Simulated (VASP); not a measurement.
Input of a VASP 6.6.1 run:

The input INCAR:

```
PREC     = Accurate       # precision mode
ENCUT    = 520            # plane-wave cutoff, eV
EDIFF    = 1E-7           # SCF threshold, eV
ISMEAR   = 0              # smearing method
SIGMA    = 0.1            # smearing width, eV
LREAL    = False          # projectors in reciprocal space
LASPH    = True           # aspherical terms in the spheres
NELM     = 150            # most SCF steps
ALGO     = Normal         # electronic algorithm
ISIF     = 2              # what is computed and relaxed
LWAVE    = False          # write WAVECAR
LCHARG   = False          # write CHGCAR
ISPIN    = 2              # spin polarisation
MAGMOM   = 1 0 0 0 0      # initial moments
LORBIT   = 11             # projections on sites
LMAXMIX  = 4              # l up to which the mixer works
GGA      = PE             # functional
NBANDS   = 24             # bands
```

File KPOINTS:

```
Automatic mesh
0
Gamma
  4 4 6
```

The input POSCAR:

```
TiB4
1.0
    4.0180316344      0.0000000000      0.0000000000
    0.0000000000      4.0180316344      0.0000000000
    0.0000000000      0.0000000000      2.6409555985
Ti B
1 4
Direct
    0.0000000000      0.0000000000      0.5000000000
    0.2011968889      0.5000000000      0.0000000000
    0.7988031111      0.5000000000      0.0000000000
    0.5000000000      0.2011968889      0.0000000000
    0.5000000000      0.7988031111      0.0000000000
```

Potentials or basis: VASP PAW PBE potentials, release 64 (Ti_sv, B).

Run with:

```console
$ cat potpaw_PBE.64/Ti_sv/POTCAR potpaw_PBE.64/B/POTCAR > POTCAR
$ mpirun -np 1 vasp_std > vasp.out
```

Question: Predict the band gap on the k mesh.

Answer: Zero (filled and empty bands overlap).

Question: What does it give for the net moment?

Answer: 0.00 μB per cell.

Forces in eV/Å, atoms in the order of the input:
```
Ti   0.000  0.000  0.000
B    0.020  0.000  0.000
B   -0.020  0.000  0.000
B    0.000  0.020  0.000
B    0.000 -0.020  0.000
```

Caveat: the k points lie up to 0.40 Å⁻¹ apart.
